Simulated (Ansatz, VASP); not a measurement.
## One calculation of Be5Te2, two programs

```xyz
7
Lattice="2.0533 1.1855 7.7134 -2.0533 1.1855 7.7134 0.0000 -2.3709 7.7134" Properties=species:S:1:pos:R:3 pbc="T T T"
Be    0.0000   -1.1855    3.8567
Be    1.0266    0.5927    3.8567
Be   -1.0266    0.5927    3.8567
Be    0.0000    0.0000   10.4936
Be    0.0000    0.0000   12.6467
Te    0.0000    0.0000   16.8711
Te    0.0000    0.0000    6.2692
```

Alike in both runs: functional PBE; k mesh 12 × 12 × 12; occupations gaussian, width 0.1 eV; no spin polarisation.

Ansatz relaxed the structure, and its values are those at the end. VASP's run is a single point on that final structure, the one shown.

|  | VASP | Ansatz |
| --- | --- | --- |
| version | VASP 6.6.1 | Ansatz 0.2.0 |
| potentials or method | VASP PAW PBE potentials, release 64 (Be, Te), cutoff 520 eV | scalar-relativistic, plane waves, PAW |
| valence electrons in the cell | 22 | 42 |

Ansatz gave:

```
gap on the k mesh at the Fermi level (eV) : none
pressure (GPa)                            : 0.0
rms of the force components (eV/Å)        : 0.002
```

What did VASP give for the same quantities?

gap on the k mesh at the Fermi level (eV): none; pressure (GPa): 0.1; rms of the force components (eV/Å): 0.006.

A gap of «none» marks a metal or a gap that the smearing closes. VASP's potentials hold 22 valence electrons a cell and Ansatz's 42, so a difference there can come from the potentials and not from the codes.

Neither program's run includes spin-orbit coupling.
